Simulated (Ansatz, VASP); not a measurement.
# Two plane-wave programs on Rb

```
Rb
1.0
     0.00000    5.48707    5.48707
     5.48707    0.00000    5.48707
     5.48707    5.48707    0.00000
Rb
2
Direct
  0.12500 0.12500 0.12500
  0.87500 0.87500 0.87500
```

Alike in both runs: task single point; functional RPBE; k mesh 6 × 6 × 6; occupations fermi-dirac, width 0.1 eV; no spin polarisation.

|  | VASP | Ansatz |
| --- | --- | --- |
| version | VASP 6.6.1 | Ansatz 0.2.0 |
| potentials or method | VASP PAW PBE potentials, release 64 (Rb_sv), cutoff 520 eV | plane waves (420 eV) with PAW, scalar-relativistic |
| valence electrons in the cell | 18 | 18 |

```csv
,VASP,Ansatz,Ansatz less VASP
pressure (GPa),0.0,0.0,0.00
```

VASP's potentials were made for PBE, not for RPBE.
